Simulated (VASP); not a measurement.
Here is a VASP 6.6.1 calculation.

File INCAR:

```
  ALGO = Normal
  EDIFF = 1E-6
  ENCUT = 520
  GGA = PS
  ISIF = 2
  ISMEAR = 0
  LASPH = T
  LCHARG = F
  LREAL = F
  LWAVE = F
  NBANDS = 25
  NELM = 80
  PREC = Accurate
  SIGMA = 0.1
```

KPOINTS

```
Automatic mesh
0
Gamma
  10 10 6
  0.5 0.5 0.5
```

The input POSCAR:

```
CuO
1.0
    2.3446500000     -1.7134000000      0.0000000000
    2.3446500000      1.7134000000      0.0000000000
   -0.8605500000      0.0000000000      5.0594400000
Cu O
2 2
Direct
    0.0032000000      0.4968000000      0.0000000000
    0.4968000000      0.0032000000      0.5000000000
    0.5714000000      0.4056000000      0.2537000000
    0.4056000000      0.5714000000      0.7537000000
```

Potentials or basis: VASP PAW PBE potentials, release 64 (Cu, O).

Launch:

```sh
$ cat potpaw_PBE.64/Cu/POTCAR potpaw_PBE.64/O/POTCAR > POTCAR
$ mpirun -np 1 vasp_std > vasp.out
```

Question: Estimate the largest force.

Answer: 0.756 eV/Å.

Question: What does it give for the band gap on the k mesh?

Answer: Zero (bands 17 and 18 overlap by 0.56 eV).

Question: Estimate the pressure.

Answer: -2.0 GPa.

Forces on the atoms (eV/Å):
```
Cu  -0.615  0.336  0.236
Cu  -0.615 -0.336  0.236
O    0.615  0.372 -0.236
O    0.615 -0.372 -0.236
```

Caveat: the PAW data sets were made with another functional, which shifts forces and pressure a little; semilocal functionals often make such compounds metallic where correlation or magnetic order opens a gap, which also shifts bond lengths. With open d or f shells a metallic result of PBEsol can be an artefact of self-interaction; +U or a hybrid may open a gap.
